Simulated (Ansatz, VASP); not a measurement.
## Cd4SeS3 in VASP and in Ansatz

```xyz
8
Lattice="5.9968 0.0000 0.0000 0.0000 5.9968 0.0000 0.0000 0.0000 5.9968" Properties=species:S:1:pos:R:3 pbc="T T T"
Cd    4.4606    4.4606    1.5362
Cd    4.4606    1.5362    4.4606
Cd    1.5362    4.4606    4.4606
Cd    1.5362    1.5362    1.5362
Se    0.0000    0.0000    0.0000
S     0.0000    2.9984    2.9984
S     2.9984    0.0000    2.9984
S     2.9984    2.9984    0.0000
```

Alike in both runs: task relaxation of cell and atoms; functional PBE; k mesh 6 × 6 × 6; occupations gaussian, width 0.02 eV; no spin polarisation.

|  | VASP | Ansatz |
| --- | --- | --- |
| version | VASP 6.6.1 | Ansatz 0.2.0 |
| potentials or method | VASP PAW PBE potentials, release 64 (Cd, Se, S), cutoff 500 eV | scalar-relativistic, plane waves, PAW |
| valence electrons in the cell | 72 | 114 |

VASP gave:

| Item | Value |
| --- | --- |
| gap on the k mesh at the Fermi level, each at its own relaxed structure (eV) | 0.86 |
| relaxed volume (Å³/atom) | 27.06 |
| relaxed cell length with the largest relative difference (Å) | 6.004 |

**Question.** Estimate Ansatz's values.

**Answer.** gap on the k mesh at the Fermi level, each at its own relaxed structure (eV): 0.87; relaxed volume (Å³/atom): 26.89; relaxed cell length with the largest relative difference (Å): 5.992.

VASP's potentials hold 72 valence electrons a cell and Ansatz's 114, so a difference there can come from the potentials and not from the codes.
